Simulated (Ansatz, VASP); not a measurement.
## Be in VASP and in Ansatz

```
CELL_PARAMETERS angstrom
0.00000 2.43764 2.43764
2.43764 0.00000 2.43764
2.43764 2.43764 0.00000
ATOMIC_POSITIONS crystal
Be 0.12500 0.12500 0.12500
Be 0.87500 0.87500 0.87500
```

Alike in both runs: task single point; functional PBEsol; k mesh 13 × 13 × 13; occupations fermi-dirac, width 0.1 eV; no spin polarisation.

|  | VASP | Ansatz |
| --- | --- | --- |
| version | VASP 6.6.1 | Ansatz 0.2.0 |
| potentials or method | VASP PAW PBE potentials, release 64 (Be), cutoff 520 eV | plane waves (420 eV) with PAW, scalar-relativistic |
| valence electrons in the cell | 4 | 4 |

```csv
,VASP,Ansatz,Ansatz less VASP
pressure (GPa),0.1,0.0,-0.11
```

VASP's potentials were made for PBE, not for PBEsol, and Ansatz warns of the same on its side.
